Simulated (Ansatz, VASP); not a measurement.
**Mo in VASP and in Ansatz**

Contents of INCAR:

```
SYSTEM = Mo
  ALGO = Normal
  EDIFF = 1E-6
  ENCUT = 520
  GGA = PE
  ISIF = 2
  ISMEAR = -1
  LASPH = .True.
  LCHARG = .True.
  LELF = .True.
  LREAL = .False.
  LVHAR = .True.
  LWAVE = .False.
  NBANDS = 13
  NELM = 80
  PREC = Accurate
  SIGMA = 0.02
```

The input KPOINTS:

```
k-points
0
Gamma
  12 12 12
  0 0 0
```

Contents of POSCAR:

```
Mo
1.0
   -1.5741639107      1.5741639107      1.5741639107
    1.5741639107     -1.5741639107      1.5741639107
    1.5741639107      1.5741639107     -1.5741639107
Mo
1
Direct
    0.0000000000      0.0000000000      0.0000000000
```

Input for Ansatz:

```yaml
crystal:
  lattice:
    - [-1.5741639107, 1.5741639107, 1.5741639107]
    - [1.5741639107, -1.5741639107, 1.5741639107]
    - [1.5741639107, 1.5741639107, -1.5741639107]
  atoms:
    - { symbol: Mo, position: [0.0, 0.0, 0.0] }
kpoints:
  mp_grid: { grid: [12, 12, 12] }
  band_path:
    path:
      - [[0.0, 0.0, 0.0], [0.5, -0.5, 0.5], [7.510464172427e-18, -7.510464172427e-18, 0.5], [0.0, 0.0, 0.0], [0.25, 0.25, 0.25], [0.5, -0.5, 0.5]]
      - [[0.25, 0.25, 0.25], [7.510464172427e-18, -7.510464172427e-18, 0.5]]
    npoints: 10
hamiltonian:
  xc: pbe
scf:
  occupations: { method: fermi_dirac, width: 0.02 }
  n_extra_bands: 4
output:
  forces: true
  stress: true
  eigenvalues: true
```

Alike in both runs: task single point; functional PBE; k mesh 12 × 12 × 12; occupations fermi-dirac, width 0.02 eV; no spin polarisation.

```csv
,VASP,Ansatz
version,VASP 6.6.1,Ansatz 0.2.0
potentials or method,"VASP PAW PBE potentials, release 64 (Mo_sv)","plane waves, PAW"
plane-wave cutoff (eV),520,420
valence electrons in the cell,14,14
```

VASP gave:

* pressure (GPa): 3.5

Question: Which values does Ansatz return?

Answer: Pressure (GPa): 2.9.
